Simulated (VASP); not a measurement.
A run of VASP 6.6.1 is set up as follows.

Contents of INCAR:

```
ALGO = Normal
EDIFF = 1E-6
ENCUT = 520
GGA = PE
ISIF = 2
ISMEAR = 0
LASPH = T
LCHARG = F
LREAL = F
LWAVE = F
NBANDS = 24
NELM = 80
PREC = Accurate
SIGMA = 0.05
```

KPOINTS

```
k-points
0
Gamma
  12 12 6
```

POSCAR

```
ZrC
1.0
    3.8868520451      0.0000000000      0.0000000000
   -1.9434260226      3.3661126118      0.0000000000
    0.0000000000      0.0000000000      4.7180910788
Zr C
2 2
Direct
    0.6666666667      0.3333333333      0.0681625387
    0.3333333333      0.6666666667      0.5681625387
    0.6666666667      0.3333333333      0.5570374613
    0.3333333333      0.6666666667      0.0570374613
```

Potentials or basis: VASP PAW PBE potentials, release 64 (Zr_sv, C).

Command:

```bash
$ cat potpaw_PBE.64/Zr_sv/POTCAR potpaw_PBE.64/C/POTCAR > POTCAR
$ mpirun -np 1 vasp_std > vasp.out
```

(1) Estimate the band gap on the k mesh.

(2) Predict the pressure.

Results:

(1) zero (bands 16 and 17 overlap by 1.12 eV).

(2) 0.2 GPa.
